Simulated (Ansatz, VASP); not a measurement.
# CuI in VASP and in Ansatz

```
Cu I
1.0
     0.00000    3.07303    2.95011
     3.07303    0.00000    2.95011
     3.07303    3.07303    0.00000
Cu I
1 1
Direct
  0.75000 0.75000 0.75000
  0.00000 0.00000 0.00000
```

Alike in both runs: task single point; functional r2SCAN; k mesh 8 × 8 × 8; occupations gaussian, width 0.05 eV; no spin polarisation.

```csv
,VASP,Ansatz
version,VASP 6.6.1,Ansatz 0.2.0
potentials or method,"VASP PAW PBE potentials, release 64 (Cu, I), cutoff 520 eV","scalar-relativistic, plane waves, PAW"
valence electrons in the cell,18,36
```

|  | VASP | Ansatz | Ansatz less VASP |
| --- | --- | --- | --- |
| gap on the k mesh at the Fermi level (eV) | 1.57 | 1.57 | -0.004 |
| least direct gap on the mesh (eV) | 1.57 | 1.57 | -0.004 |
| pressure (GPa) | -0.9 | -0.8 | +0.05 |
| traceless stress, the component that is largest in VASP (GPa) | 0.47 | 0.47 | +0.004 |

VASP's potentials were made for PBE, not for r2SCAN. VASP's potentials hold 18 valence electrons a cell and Ansatz's 36, so a difference there can come from the potentials and not from the codes.

Spin-orbit coupling is off throughout.
